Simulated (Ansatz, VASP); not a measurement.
# Two plane-wave programs on AlGa2As3

File INCAR:

```
SYSTEM = AlGa2As3
PREC = Accurate
ENCUT = 520
EDIFF = 1E-7
ISMEAR = 0
SIGMA = 0.1
LREAL = .False.
LASPH = .True.
NELM = 100
ALGO = Normal
ISIF = 2
LWAVE = .False.
LCHARG = .True.
GGA = PE
LELF = .True.
LVHAR = .True.
NBANDS = 31
```

Contents of KPOINTS:

```
regular mesh
0
Gamma
  6 6 6
  0 0 0
```

File POSCAR:

```
AlGa2As3
1.0
   -1.9421898000      1.9421898000      8.2400134700
    1.9421898000     -1.9421898000      8.2400134700
    1.9421898000      1.9421898000     -8.2400134700
Al Ga As
1 2 3
Direct
    0.0000000000      0.0000000000      0.0000000000
    0.6666666700      0.6666666700      0.0000000000
    0.3333333300      0.3333333300      0.0000000000
    0.2500000000      0.7500000000      0.5000000000
    0.9166666700      0.4166666700      0.5000000000
    0.5833333300      0.0833333300      0.5000000000
```

Input for Ansatz:

```yaml
crystal:
  lattice:
    - [-1.9421898, 1.9421898, 8.24001347]
    - [1.9421898, -1.9421898, 8.24001347]
    - [1.9421898, 1.9421898, -8.24001347]
  atoms:
    - { symbol: Al, position: [0.0, 0.0, 0.0] }
    - { symbol: Ga, position: [0.66666667, 0.66666667, 0.0] }
    - { symbol: Ga, position: [0.33333333, 0.33333333, 0.0] }
    - { symbol: As, position: [0.25, 0.75, 0.5] }
    - { symbol: As, position: [0.91666667, 0.41666667, 0.5] }
    - { symbol: As, position: [0.58333333, 0.08333333, 0.5] }
basis:
  ecutwfc: 420
kpoints:
  mp_grid: { grid: [6, 6, 6] }
hamiltonian:
  xc: pbe
scf:
  occupations: { method: gaussian, width: 0.1 }
  lower_state_search: "off"
output:
  forces: true
  stress: true
  eigenvalues: true
```

Alike in both runs: task single point; functional PBE; k mesh 6 × 6 × 6; occupations gaussian, width 0.1 eV; no spin polarisation.

|  | VASP | Ansatz |
| --- | --- | --- |
| version | VASP 6.6.1 | Ansatz 0.2.0 |
| potentials or method | VASP PAW PBE potentials, release 64 (Al, Ga_d, As), cutoff 520 eV | scalar-relativistic, plane waves, PAW |
| valence electrons in the cell | 44 | 74 |

```tsv
	VASP	Ansatz	Ansatz less VASP
gap on the k mesh at the Fermi level (eV)	1.26	1.27	+0.010
least direct gap on the mesh (eV)	1.45	1.45	+0.001
pressure (GPa)	11.5	11.2	-0.28
traceless stress, the component that is largest in VASP (GPa)	-0.17	-0.17	0.000
rms of the force components (eV/Å)	0.035	0.034	-0.0007
```

Atom by atom the forces differ by 0.001 eV/Å (rms over components). VASP's potentials hold 44 valence electrons a cell and Ansatz's 74, so a difference there can come from the potentials and not from the codes.
